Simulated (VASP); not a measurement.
Input of a VASP 6.6.1 run:

Contents of INCAR:

```
ALGO     = Fast           # electronic algorithm
EDIFF    = 1E-6           # SCF threshold, eV
ENCUT    = 520            # plane-wave cutoff, eV
GGA      = PE             # functional
ISIF     = 2              # what is computed and relaxed
ISMEAR   = 0              # smearing method
LASPH    = True           # aspherical terms in the spheres
LCHARG   = False          # write CHGCAR
LREAL    = False          # projectors in reciprocal space
LWAVE    = False          # write WAVECAR
NBANDS   = 26             # bands
NELM     = 80             # most SCF steps
PREC     = Accurate       # precision mode
SIGMA    = 0.1            # smearing width, eV
```

The input KPOINTS:

```
k-points
0
Gamma
  6 6 2
```

POSCAR

```
Al2Cu
1.0
    2.7637371900      0.0000000000      0.0000000000
   -1.3818685900      2.3934666100      0.0000000000
    0.0000000000      0.0000000000     13.3083005200
Al Cu
4 2
Direct
    0.3333333300      0.6666666700      0.5000000000
    0.6666666700      0.3333333300      0.0000000000
    0.6666666700      0.3333333300      0.3333333300
    0.6666666700      0.3333333300      0.6666666700
    0.3333333300      0.6666666700      0.8333333300
    0.3333333300      0.6666666700      0.1666666700
```

Potentials or basis: VASP PAW PBE potentials, release 64 (Al, Cu).

Launch:

```sh
$ cat potpaw_PBE.64/Al/POTCAR potpaw_PBE.64/Cu/POTCAR > POTCAR
$ mpirun -np 1 vasp_std > vasp.out
```

Task: What does it give for the largest force?

Result: 0.888 eV/Å.

Task: What does it give for the pressure?

Result: 0.2 GPa.

Task: What does it give for the band gap on the k mesh?

Result: Zero (band 17 reaches 9.71 eV, above the bottom of band 18 at 7.51 eV).

Forces in eV/Å, atoms in the order of the input:
```
Al   0.000  0.000  0.000
Al   0.000  0.000  0.000
Al   0.000  0.000 -0.888
Al   0.000  0.000  0.888
Cu   0.000  0.000  0.075
Cu   0.000  0.000 -0.075
```

Caveat: the k points lie up to 0.44 Å⁻¹ apart.
